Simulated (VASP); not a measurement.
Wanted: the native input for a VASP 6.6.1 run.

```
Task                   : relaxation of the atoms
Functional             : PBEsol
Potentials or basis    : VASP PAW PBE potentials, release 64 (C)
Cutoff                 : 520 eV
k mesh                 : 9 × 9 × 9
Occupations            : gaussian, width 0.02 eV
Spin                   : no spin polarisation
Dipole correction      : no
Further INCAR settings : ALGO = Normal; EDIFF = 1e-07; IBRION = 2; EDIFFG = -0.002; NSW = 60
```

The structure of C lies in POSCAR:

```
C
1.0
   -0.0059227752      1.8153306076      1.8153306076
    1.8153306076     -0.0059227752      1.8153306076
    1.8153306076      1.8153306076     -0.0059227752
C
2
Direct
    0.0001323068      0.0001323068      0.0001323068
    0.2498676932      0.2498676932      0.2498676932
```

This cell differs from its parent crystal: strained cell.

These files were run (other wordings do the same):

INCAR

```
SYSTEM = C
PREC = Accurate ; ENCUT = 520
EDIFF = 1E-7 ; ISMEAR = 0
SIGMA = 0.02 ; LREAL = .FALSE.
LASPH = .TRUE. ; NELM = 120
ALGO = Normal ; ISIF = 2
LWAVE = .FALSE. ; LCHARG = .FALSE.
GGA = PS ; IBRION = 2
NSW = 60 ; EDIFFG = -0.002
GGA_COMPAT = .FALSE. ; NELMIN = 4
```

KPOINTS

```
Automatic mesh
0
G
  9 9 9
  0 0 0
```

Potentials or basis: VASP PAW PBE potentials, release 64 (C).

Command:

```bash
$ cat potpaw_PBE.64/C/POTCAR > POTCAR
$ mpirun -np 1 vasp_std > vasp.out
```

Results of the run:

```yaml
Energy_gained_by_relaxing: 0.0 meV/atom
Ionic_steps: 3
Pressure_after_relaxing: -26.6 GPa
Band_gap_on_the_k_mesh: 3.90 eV (least direct gap 5.33 eV)
```

Caveat: the cell differs from its parent crystal (strained cell); the PAW data sets were made with another functional, which shifts forces and pressure a little; an odd mesh through Γ misses points on the zone boundary, where band edges can lie.

Wall time 24 s on 1 thread of Intel Xeon 8259CL, on a shared host, peak memory 0.12 GiB.
